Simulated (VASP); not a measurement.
The system is Cu2W.

```
Cu W
1.0
     4.15417    0.00000    0.00000
    -2.07708    3.59762    0.00000
     0.00000    0.00000    2.67914
Cu W
2 1
Cartesian
  0.0000 2.3984 0.0000
  2.0771 1.1992 0.0000
  0.0000 0.0000 1.3396
```

| Property | Result |
| --- | --- |
| Program | VASP 6.6.1 |
| Task | relaxation of cell and atoms |
| Functional | PBE |
| Potentials or basis | VASP PAW PBE potentials, release 64 (Cu, W_sv) |
| Cutoff | 600 eV |
| k mesh | 6 × 6 × 6 |
| Occupations | gaussian, width 0.1 eV |
| Spin | no spin polarisation |

At the start: pressure -1.6 GPa; volume 13.35 Å³/atom.

How do energy, volume and symmetry change on relaxing?

Over 5 steps the energy falls by 31.2 meV/atom and the volume is 13.27 Å³/atom (-0.6 %); space group P6/mmm (No. 191, to 0.05 Å).

Step by step:
| step | energy change (eV) | largest force (eV/Å) | pressure (GPa) | volume (Å³) |
| --- | --- | --- | --- | --- |
| 1 | 0.0000 | 0.0000 | -1.62 | 40.04 |
| 2 | -0.0844 | 0.0000 | 2.72 | 39.22 |
| 3 | -0.0853 | 0.0000 | 3.45 | 39.14 |
| 4 | -0.0831 | 0.0000 | -3.60 | 40.56 |
| 5 | -0.0936 | 0.0000 | -0.04 | 39.80 |

Final structure:
```xyz
3
Lattice="4.2468 0.0000 0.0000 -2.1234 3.6778 0.0000 0.0000 0.0000 2.5483" Properties=species:S:1:pos:R:3 pbc="T T T"
Cu    0.0000    2.4519    0.0000
Cu    2.1234    1.2259    0.0000
W    -2.1234    3.6778    1.2742
```

Caveat: the k points lie up to 0.41 Å⁻¹ apart in the final cell.
